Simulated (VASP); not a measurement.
Wanted: the native input for a VASP 6.6.1 run.

| Item | Value |
| --- | --- |
| Task | single point |
| Functional | r2SCAN |
| Potentials or basis | VASP PAW PBE potentials, release 64 (Li_sv, Cl) |
| Cutoff | 520 eV |
| k mesh | 8 × 8 × 8 |
| Occupations | gaussian, width 0.01 eV |
| Spin | no spin polarisation |
| Dipole correction | no |
| Further INCAR settings | ALGO = Normal; EDIFF = 1e-06; NBANDS = 12 |

Crystal: LiCl.

```xyz
2
Lattice="-0.0605 2.5566 2.5566 2.5566 -0.0605 2.5566 2.5566 2.5566 -0.0605" Properties=species:S:1:pos:R:3 pbc="T T T"
Li    0.0000    0.0000    0.0000
Cl    2.5263    2.5263    2.5263
```

This cell differs from its parent crystal: epitaxial 111 strain +2.4%.

The input as run:

POSCAR

```
LiCl
1.0
   -0.0605380171      2.5565882615      2.5565882615
    2.5565882615     -0.0605380171      2.5565882615
    2.5565882615      2.5565882615     -0.0605380171
Li Cl
1 1
Direct
    0.0000000000      0.0000000000      0.0000000000
    0.5000000000      0.5000000000      0.5000000000
```

INCAR.step1

```
SYSTEM = LiCl
PREC = Accurate
ENCUT = 520
ISMEAR = 0
SIGMA = 0.01
LREAL = .FALSE.
LASPH = .TRUE.
NELM = 100
NBANDS = 12
GGA = PE
ALGO = Normal
EDIFF = 1E-4
LWAVE = .TRUE.
LCHARG = .FALSE.
```

INCAR.step2

```
SYSTEM = LiCl
PREC = Accurate
ENCUT = 520
EDIFF = 1E-6
ISMEAR = 0
SIGMA = 0.01
LREAL = .FALSE.
LASPH = .TRUE.
NELM = 100
ALGO = Normal
ISIF = 2
LWAVE = .FALSE.
LCHARG = .FALSE.
METAGGA = R2SCAN
LMIXTAU = .TRUE.
NBANDS = 12
ISTART = 1
```

KPOINTS

```
regular mesh
0
G
  8 8 8
  0 0 0
```

Potentials or basis: VASP PAW PBE potentials, release 64 (Li_sv, Cl).

The run is started by

```bash
$ cat potpaw_PBE.64/Li_sv/POTCAR potpaw_PBE.64/Cl/POTCAR > POTCAR
$ cp INCAR.step1 INCAR
$ mpirun -np 1 vasp_std > vasp.out
$ cp INCAR.step2 INCAR
$ mpirun -np 1 vasp_std > vasp.out
```

Results of the run:

| Property | Result |
| --- | --- |
| Band gap on the k mesh | 6.99 eV |

Caveat: the cell differs from its parent crystal (epitaxial 111 strain +2.4%).

Wall time 2.3 min on 1 thread of Intel(R) Xeon(R) Platinum 8259CL CPU @ 2.50GHz (Skylake/Cascade Lake), on a shared host, peak memory 0.17 GiB.
